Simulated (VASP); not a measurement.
# TiSi2 (Cmcm) in VASP: notebook

Runs on TiSi2. Level: PBE. Tasks: single point.

Program: VASP 6.6.1. These are calculated values, not measurements. Logs are shortened: lines on timing, memory, paths and dates and some standing lists are left out, and cuts for length are marked.

## 1. The cell of the first run

Symmetry: Cmcm, No. 63, orthorhombic system. Conventional cell: a = 3.666 Å, b = 13.463 Å, c = 3.698 Å, α = 90.00°, β = 90.00°, γ = 90.00°. Ti (site symmetry m2m) has 10 Si at 2.67 to 2.85 Å and 2 Ti at 3.34 Å within 3.5 Å. Si (site symmetry m2m) has 6 Si at 2.44 to 3.17 Å and 6 Ti at 2.67 to 2.85 Å within 3.2 Å. Si (site symmetry m2m) has 8 Si at 2.60 to 3.17 Å and 4 Ti at 2.70 Å within 3.4 Å.

## 2. Single point, PBE (15.21 Å³/atom)

Input file INCAR:

```
SYSTEM = TiSi2
PREC     = Accurate       ! precision mode
ENCUT    = 520            ! plane-wave cutoff, eV
EDIFF    = 1E-6           ! SCF threshold, eV
ISMEAR   = 0              ! smearing method
SIGMA    = 0.15           ! smearing width, eV
LREAL    = .False.        ! projectors in reciprocal space
LASPH    = .True.         ! aspherical terms in the spheres
NELM     = 100            ! most SCF steps
ALGO     = Normal         ! electronic algorithm
ISIF     = 2              ! what is computed and relaxed
LWAVE    = .False.        ! write WAVECAR
LCHARG   = .True.         ! write CHGCAR
GGA      = PE             ! functional
LELF     = .True.         ! ELF
LVHAR    = .True.       
NBANDS   = 29             ! bands
```

Input file KPOINTS:

```
Automatic mesh
0
Gamma
  12 12 12
  0 0 0
```

Input file POSCAR:

```
TiSi2
1.0
    1.8327792642     -6.7314244661      0.0000000000
    1.8327792642      6.7314244661      0.0000000000
    0.0000000000      0.0000000000      3.6983224604
Ti Si
2 4
Direct
    0.8968075259      0.1031924741      0.7500000000
    0.1031924741      0.8968075259      0.2500000000
    0.5591373592      0.4408626408      0.7500000000
    0.4408626408      0.5591373592      0.2500000000
    0.2498287182      0.7501712818      0.7500000000
    0.7501712818      0.2498287182      0.2500000000
```

Potentials or basis: VASP PAW PBE potentials, release 64 (Ti_sv, Si).

Command:

```console
$ cat potpaw_PBE.64/Ti_sv/POTCAR potpaw_PBE.64/Si/POTCAR > POTCAR
$ mpirun -np 1 vasp_std > vasp.out
```

OUTCAR:

```text
SYSTEM = TiSi2
   PREC = Accurate
   ENCUT = 520
   EDIFF = 1E-6
   ISMEAR = 0
   LREAL = .False.
   LASPH = .True.
   NELM = 100
   ISIF = 2
   GGA = PE

 ion  position               nearest neighbor table
   1  0.897  0.103  0.750-   4 2.67   4 2.67   4 2.67   4 2.67   5 2.70   5 2.70   6 2.70   6 2.70
                             3 2.85   3 2.85
   2  0.103  0.897  0.250-   3 2.67   3 2.67   3 2.67   3 2.67   6 2.70   6 2.70   5 2.70   5 2.70
                             4 2.85   4 2.85
   3  0.559  0.441  0.750-   4 2.44   4 2.44   2 2.67   2 2.67   2 2.67   2 2.67   1 2.85   1 2.85

   4  0.441  0.559  0.250-   3 2.44   3 2.44   1 2.67   1 2.67   1 2.67   1 2.67   2 2.85   2 2.85

   5  0.250  0.750  0.750-   6 2.60   6 2.60   6 2.60   6 2.60   1 2.70   1 2.70   2 2.70   2 2.70

   6  0.750  0.250  0.250-   5 2.60   5 2.60   5 2.60   5 2.60   2 2.70   2 2.70   1 2.70   1 2.70

  LATTYP: Found a base centered orthorhombic cell.
 ALAT       =     3.6655585284
 B/A-ratio  =     3.6727960631
 C/A-ratio  =     1.0089383192

  Lattice vectors:

 A1 = (   1.8327792642,  -6.7314244661,   0.0000000000)
 A2 = (   1.8327792642,   6.7314244661,   0.0000000000)
 A3 = (   0.0000000000,   0.0000000000,   3.6983224604)

Analysis of symmetry for initial positions (statically):
=====================================================================
 Subroutine PRICEL returns:
 Original cell was already a primitive cell.

 Routine SETGRP: Setting up the symmetry group for a
 base centered orthorhombic supercell.

 Subroutine GETGRP returns: Found  8 space group operations
 (whereof  4 operations were pure point group operations)
 out of a pool of  8 trial point group operations.

The static configuration has the point symmetry C_2h.
 The point group associated with its full space group is D_2h.

Analysis of symmetry for dynamics (positions and initial velocities):
=====================================================================
 Subroutine PRICEL returns:
 Original cell was already a primitive cell.

 Routine SETGRP: Setting up the symmetry group for a
 base centered orthorhombic supercell.

 Subroutine GETGRP returns: Found  8 space group operations
 (whereof  4 operations were pure point group operations)
 out of a pool of  8 trial point group operations.

The dynamic configuration has the point symmetry C_2h.
 The point group associated with its full space group is D_2h.

[... 107 lines left out ...]
   LREAL  =      F    real-space projection
   EDIFFG = 0.1E-04   stopping-criterion for IOM
   NSW    =      0    number of steps for IOM
   IBRION =     -1    ionic relax: 0-MD 1-quasi-New 2-CG
   NFREE  =      0    steps in history (QN), initial steepest desc. (CG)
   ISIF   =      2    stress and relaxation
   ISYM   =      2    0-nonsym 1-usesym 2-fastsym
   POTIM  = 0.5000    time-step for ionic-motion
   TEBEG  =    0.0;   TEEND  =   0.0 temperature during run
   PSTRESS=    0.0 pullay stress
   NELECT =      40.0000    total number of electrons
   NUPDOWN=      -1.0000    fix difference up-down
   EMIN   =  10.00;   EMAX   =-10.00  energy-range for DOS
   EFERMI =   0.00;   METHOD = LEGACY
   ISMEAR =     0;   SIGMA  =   0.15  broadening in eV -4-tet -1-fermi 0-gaus
   EFERMI_NEDOS =   21; number of points for ismear=-14 and -15
   IALGO  =     38    algorithm
   IMIX   =      4    mixing-type and parameters
     AMIX     =   0.40;   BMIX     =  1.00
     AMIX_MAG =   1.60;   BMIX_MAG =  1.00
  volume/ion in A,a.u.               =      15.21       102.64
  Fermi-wavevector in a.u.,A,eV,Ry     =   1.243591  2.350046 21.041658  1.546518
  Thomas-Fermi vector in A             =   2.377895
   LORBIT       =      0    0 simple, 1 ext, 2 COOP (PROOUT), +10 PAW based schemes
   GGA     = PE    functional components
   LHFCALC =     F    Hartree Fock is set to
   AEXX    =    0.0000 exact exchange contribution
   IVDW    =     0    specifies the selected vdW correction
   LEPSILON=     F    determine dielectric tensor
   LRPA    =     F    only Hartree local field effects (RPA)
 non-spin polarized calculation
 Gauss-broadening in eV      SIGMA  =   0.15
  energy-cutoff  :      520.00
  volume of cell :       91.25
 maximum number of plane-waves:      2496
 NGX is ok and might be reduce to    54
   NGX = 25   NGY = 25   NGZ = 13

 number of electron      39.9999997 magnetization

 Free energy of the ion-electron system (eV)
  ---------------------------------------------------
  ext. energy  EPLUGINS =         0.00000000
  ---------------------------------------------------
  free energy    TOTEN  =       -40.56078302 eV

  energy without entropy =      -40.53944023  energy(sigma->0) =      -40.55011163

 E-fermi :   9.6755     XC(G=0): -11.3353

 val. band max:        9.6705044318   @ k =  -0.1667   0.0833   0.2500
 cond. band min:       9.6768098541   @ k =   0.5000   0.0833   0.0833
 fundamental gap:      0.0063054223
 Fermi energy:         9.6755135488

 k-point     1 :       0.0000    0.0000    0.0000
  band No.  band energies     occupation
      1     -47.2998      2.00000
      2     -47.2919      2.00000
      3     -23.6049      2.00000
      4     -23.6021      2.00000
      5     -23.5980      2.00000
      6     -23.5938      2.00000
[... 757 lines left out ...]
     28      12.3956      0.00000
     29      13.3073      0.00000

 [... further k-points ...]

------------------------ aborting loop because EDIFF is reached ----------------------------------------

  FORCE on cell =-STRESS in cart. coord.  units (eV):
  Direction    XX          YY          ZZ          XY          YZ          ZX
  --------------------------------------------------------------------------------------
  -------------------------------------------------------------------------------------
  Total       -5.6680259     -1.0813133     -6.2016265      0.0000000     -0.0000000      0.0000000
  in kB      -99.5154463    -18.9849835   -108.8840526      0.0000000     -0.0000000      0.0000000
  external PRESSURE =     -75.7948275 kB  Pullay stress =       0.0000000 kB

 VOLUME and BASIS-vectors are now :
 -----------------------------------------------------------------------------
  energy-cutoff  :      520.00
  volume of cell :       91.25
      direct lattice vectors                 reciprocal lattice vectors
     1.832779264 -6.731424466  0.000000000     0.272809721 -0.074278483  0.000000000
     1.832779264  6.731424466  0.000000000     0.272809721  0.074278483  0.000000000
     0.000000000  0.000000000  3.698322460     0.000000000  0.000000000  0.270392863

 POSITION                                       TOTAL-FORCE (eV/Angst)
 -----------------------------------------------------------------------------------
      1.83278     -5.34216      2.77374         0.000000     -0.123749     -0.000000
      1.83278      5.34216      0.92458         0.000000      0.123749     -0.000000
      1.83278     -0.79616      2.77374         0.000000     -0.008121     -0.000000
      1.83278      0.79616      0.92458         0.000000      0.008121      0.000000
      1.83278      3.36802      2.77374         0.000000      0.013006     -0.000000
      1.83278     -3.36802      0.92458         0.000000     -0.013006      0.000000
 -----------------------------------------------------------------------------------
    total drift:                                0.000000      0.000000      0.000000

  FREE ENERGIE OF THE ION-ELECTRON SYSTEM (eV)
  ---------------------------------------------------
  free  energy   TOTEN  =       -40.5607830194 eV

  energy  without entropy=      -40.5394402338  energy(sigma->0) =      -40.55011163
```

It took 16 min on 1 thread of Oxide Virtual Turin-like, shared host; peak memory 0.71 GiB.

What came out:

* Free energy: -40.5608 eV
* Pressure: -7.6 GPa
* Largest force: 0.124 eV/Å
* Band gap on the k mesh: zero (bands 20 and 21 overlap by 0.91 eV)

Forces on the atoms (eV/Å):
```
Ti   0.000 -0.124  0.000
Ti   0.000  0.124  0.000
Si   0.000 -0.008  0.000
Si   0.000  0.008  0.000
Si   0.000  0.013  0.000
Si   0.000 -0.013  0.000
```

Stress tensor (GPa, compression positive):
```
 -9.95   0.00   0.00
  0.00  -1.90   0.00
  0.00   0.00 -10.89
```

Caveat: the stress differs along the axes, from -11 to -2 GPa.

## 3. Single point, PBE (15.50 Å³/atom)

This run uses another cell than the first one, of 15.50 Å³/atom.

Input file INCAR:

```
PREC     = Accurate       # precision mode
ENCUT    = 520            # plane-wave cutoff, eV
EDIFF    = 1E-6           # SCF threshold, eV
ISMEAR   = 0              # smearing method
SIGMA    = 0.15           # smearing width, eV
LREAL    = False          # projectors in reciprocal space
LASPH    = True           # aspherical terms in the spheres
NELM     = 80             # most SCF steps
ALGO     = Normal         # electronic algorithm
ISIF     = 2              # what is computed and relaxed
LWAVE    = False          # write WAVECAR
LCHARG   = False          # write CHGCAR
GGA      = PE             # functional
NBANDS   = 29             # bands
```

Input file KPOINTS:

```
regular mesh
0
Gamma
  12 12 12
```

POSCAR, as its differences from that of step 2:

```diff
@@ -2,5 +2,5 @@
 1.0
-    1.8327792642     -6.7314244661      0.0000000000
-    1.8327792642      6.7314244661      0.0000000000
-    0.0000000000      0.0000000000      3.6983224604
+    1.8076623076     -7.0503657144      0.0000000000
+    1.8076623076      7.0503657144      0.0000000000
+    0.0000000000      0.0000000000      3.6476395404
 Ti Si
```

Potentials or basis: VASP PAW PBE potentials, release 64 (Ti_sv, Si).

Command:

```console
$ cat potpaw_PBE.64/Ti_sv/POTCAR potpaw_PBE.64/Si/POTCAR > POTCAR
$ mpirun -np 1 vasp_std > vasp.out
```

Run time: 21 min. Hardware: 1 thread of Oxide Virtual Turin-like, shared host; peak memory 0.72 GiB.

Results (log left out):

* Free energy: -40.5532 eV
* Pressure: -8.6 GPa
* Largest force: 0.303 eV/Å
* Band gap on the k mesh: zero (bands 20 and 21 overlap by 0.91 eV)

Forces in eV/Å, atoms in the order of the input:
```
Ti   0.000  0.303  0.000
Ti   0.000 -0.303  0.000
Si   0.000  0.268  0.000
Si   0.000 -0.268  0.000
Si   0.000 -0.014  0.000
Si   0.000  0.014  0.000
```

Stress tensor (GPa, compression positive):
```
-7.61  0.00  0.00
 0.00 -9.55  0.00
 0.00  0.00 -8.77
```

Levels at points of the mesh, in eV from the Fermi level:
```csv
k point,band 16,band 17,band 18,band 19,band 20,band 21,band 22,band 23,band 24,band 25
"(0.00, 0.00, 0.00)",-2.31,-2.20,-1.91,-1.86,0.41,0.46,0.74,0.83,1.30,1.42
"(0.50, 0.00, 0.00)",-2.35,-1.47,-1.47,-0.58,-0.45,-0.45,1.07,1.25,1.50,1.63
"(0.50, 0.50, 0.00)",-2.33,-2.18,-1.76,-1.15,0.41,0.64,0.73,0.77,0.81,1.79
"(0.00, 0.00, 0.50)",-2.04,-1.50,-1.50,-0.04,-0.04,0.64,0.64,1.43,1.43,1.50
"(0.50, 0.00, 0.50)",-3.81,-3.12,-3.12,-2.24,-2.24,1.54,1.54,1.70,1.70,2.25
"(0.50, 0.50, 0.50)",-3.15,-1.84,-1.84,-0.71,-0.71,0.34,0.34,1.51,1.51,2.13
```

Caveat: the cell stands under tension.

## 4. Single point, PBE (15.50 Å³/atom)

This run uses another cell than the first one, of 15.50 Å³/atom.

INCAR, as its differences from that of step 3:

```diff
@@ -7,3 +7,3 @@
 LASPH    = True           # aspherical terms in the spheres
-NELM     = 80             # most SCF steps
+NELM     = 60             # most SCF steps
 ALGO     = Normal         # electronic algorithm
```

KPOINTS is that of step 3.

POSCAR, as its differences from that of step 3:

```diff
@@ -2,5 +2,5 @@
 1.0
-    1.8076623076     -7.0503657144      0.0000000000
-    1.8076623076      7.0503657144      0.0000000000
-    0.0000000000      0.0000000000      3.6476395404
+    1.8566224272     -6.6834247959      0.0000000000
+    1.8566224272      6.6834247959      0.0000000000
+    0.0000000000      0.0000000000      3.7464350219
 Ti Si
```

Command:

```console
$ cat potpaw_PBE.64/Ti_sv/POTCAR potpaw_PBE.64/Si/POTCAR > POTCAR
$ mpirun -np 1 vasp_std > vasp.out
```

It took 15 min on 1 thread of Oxide Virtual Turin-like, shared host; peak memory 0.72 GiB.

The run converged. Its results:

```
Free energy            : -40.3913 eV
Pressure               : -9.4 GPa
Largest force          : 0.199 eV/Å
Band gap on the k mesh : zero (bands 20 and 21 overlap by 0.85 eV)
```

Forces on the atoms (eV/Å):
```
Ti   0.000 -0.199  0.000
Ti   0.000  0.199  0.000
Si   0.000 -0.028  0.000
Si   0.000  0.028  0.000
Si   0.000  0.019  0.000
Si   0.000 -0.019  0.000
```

Stress tensor (GPa, compression positive):
```
-12.74   0.00   0.00
  0.00  -1.53   0.00
  0.00   0.00 -13.94
```

Levels at points of the mesh, in eV from the Fermi level:
```
           k point  band 17  band 18  band 19  band 20  band 21  band 22  band 23  band 24
(0.00, 0.00, 0.00)    -2.15    -1.64    -1.63     0.35     0.38     0.70     0.81     1.07
(0.50, 0.00, 0.00)    -1.65    -1.05    -0.65    -0.50    -0.47     0.55     1.03     1.29
(0.50, 0.50, 0.00)    -2.38    -2.10    -0.85     0.26     0.49     0.50     0.81     0.86
(0.00, 0.00, 0.50)    -1.21    -1.21    -0.06    -0.06     1.06     1.06     1.30     1.30
(0.50, 0.00, 0.50)    -2.78    -2.78    -2.16    -2.16     1.52     1.52     1.52     1.52
(0.50, 0.50, 0.50)    -2.03    -2.03    -0.95    -0.95     0.31     0.31     1.34     1.34
```

Caveat: the stress differs along the axes, from -14 to -2 GPa.

## 5. The runs side by side

```csv
cell,gap on the mesh (eV),pressure (GPa),largest force (eV/Å)
"a = 6.976, b = 6.976, c = 3.698 Å, angles 90.0, 90.0, 149.5°, 6 atoms",none,-7.6,0.12
"a = 7.278, b = 7.278, c = 3.648 Å, angles 90.0, 90.0, 151.2°, 6 atoms",none,-8.6,0.30
"a = 6.937, b = 6.937, c = 3.746 Å, angles 90.0, 90.0, 148.9°, 6 atoms",none,-9.4,0.20
```

Alike in all rows: task single point; level PBE; potentials or basis VASP PAW PBE potentials, release 64 (Ti_sv, Si); no spin polarisation; k mesh 12 × 12 × 12; cutoff (eV) 520; smearing gaussian 0.15 eV.

Caveats: the stress differs along the axes, from -11 to -2 GPa (at least some runs); the cell stands under tension (at least some runs); the stress differs along the axes, from -14 to -2 GPa (at least some runs).

Total energies depend on the potentials used, so only differences within one code and one set of settings carry meaning.
